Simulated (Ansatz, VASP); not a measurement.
## One calculation of SrTe, two programs

INCAR

```
  PREC = Accurate
  ENCUT = 500
  EDIFF = 1E-6
  ISMEAR = -1
  SIGMA = 0.03
  LREAL = F
  LASPH = T
  NELM = 120
  ALGO = Normal
  ISIF = 2
  LWAVE = F
  LCHARG = F
  GGA = PS
  NBANDS = 15
  GGA_COMPAT = F
```

The input KPOINTS:

```
Automatic mesh
0
Gamma
  7 7 7
```

File POSCAR:

```
SrTe
1.0
    0.0000000000      2.9069557770      2.9069557770
    2.9069557770      0.0000000000      2.9069557770
    2.9069557770      2.9069557770      0.0000000000
Sr Te
1 1
Direct
    0.0000000000      0.0000000000      0.0000000000
    0.5000000000      0.5000000000      0.5000000000
```

Input for Ansatz:

```yaml
crystal:
  lattice:
    - [0.0, 2.906955777, 2.906955777]
    - [2.906955777, 0.0, 2.906955777]
    - [2.906955777, 2.906955777, 0.0]
  atoms:
    - { symbol: Sr, position: [0.0, 0.0, 0.0] }
    - { symbol: Te, position: [0.5, 0.5, 0.5] }
kpoints:
  mp_grid: { grid: [7, 7, 7] }
  band_path:
    path:
      - [0.0, 0.0, 0.0]
      - [0.5, 0.0, 0.5]
      - [0.625, 0.25, 0.625]
      - [0.375, 0.375, 0.75]
      - [0.0, 0.0, 0.0]
      - [0.5, 0.5, 0.5]
      - [0.5, 0.25, 0.75]
      - [0.5, 0.0, 0.5]
    npoints: 6
scf:
  occupations: { method: fermi_dirac, width: 0.03 }
hamiltonian:
  xc: pbesol
  pseudopotentials: { kind: all_electron, lapw: { basis_error: 0.001 } }
output:
  forces: true
  stress: true
  eigenvalues: true
  populations: true
```

Change from the starting cell: volume scaled by 0.65, LAPW.

Alike in both runs: task single point; functional PBEsol; k mesh 7 × 7 × 7; occupations fermi-dirac, width 0.03 eV; no spin polarisation.

```csv
,VASP,Ansatz
version,VASP 6.6.1,Ansatz 0.2.0
potentials or method,"VASP PAW PBE potentials, release 64 (Sr_sv, Te), cutoff 500 eV","all-electron LAPW, scalar-relativistic"
```

```tsv
	VASP	Ansatz	Ansatz less VASP
pressure (GPa)	30.9	30.5	-0.34
```

VASP's potentials were made for PBE, not for PBEsol. Both programs put the cell under a high pressure, so it lies far from rest at this level. Ansatz ran all-electron here, and VASP with PAW potentials.

Neither program's run includes spin-orbit coupling.
